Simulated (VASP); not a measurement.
Write the native input for VASP 6.6.1 that does the following.

| Property | Result |
| --- | --- |
| Task | single point |
| Functional | PBE |
| Potentials or basis | VASP PAW PBE potentials, release 64 (Si, Mo_sv) |
| Cutoff | 520 eV |
| k mesh | 14 × 14 × 14 |
| Occupations | gaussian, width 0.15 eV |
| Spin | no spin polarisation |
| Dipole correction | no |
| Further INCAR settings | ALGO = Normal; EDIFF = 1e-06; NBANDS = 18 |

The structure of Si2Mo lies in POSCAR:

```
Si2Mo
1.0
   -1.6084236828      1.6084236828      3.9365100029
    1.6084236828     -1.6084236828      3.9365100029
    1.6084236828      1.6084236828     -3.9365100029
Si Mo
2 1
Direct
    0.3350810167      0.3350243388     -0.0001153696
    0.6649079878      0.6649354066      0.0000596595
    0.0000109955      0.0000402545      0.0000557102
```

These files were run (other wordings do the same):

INCAR

```
PREC = Accurate
ENCUT = 520
EDIFF = 1E-6
ISMEAR = 0
SIGMA = 0.15
LREAL = F
LASPH = T
NELM = 60
ALGO = Normal
ISIF = 2
LWAVE = F
LCHARG = T
GGA = PE
LELF = T
LVHAR = T
NBANDS = 18
```

KPOINTS

```
Automatic mesh
0
Gamma
  14 14 14
```

Potentials or basis: VASP PAW PBE potentials, release 64 (Si, Mo_sv).

Launch:

```sh
$ cat potpaw_PBE.64/Si/POTCAR potpaw_PBE.64/Mo_sv/POTCAR > POTCAR
$ mpirun -np 1 vasp_std > vasp.out
```

It gave:

The pressure is 0.2 GPa, the largest force is 0.006 eV/Å and the band gap on the k mesh is zero (bands 11 and 12 overlap by 0.95 eV).

It took 21 min on 1 thread of Intel(R) Xeon(R) Platinum 8375C CPU @ 2.90GHz (Ice Lake) (shared host), peak memory 0.98 GiB.
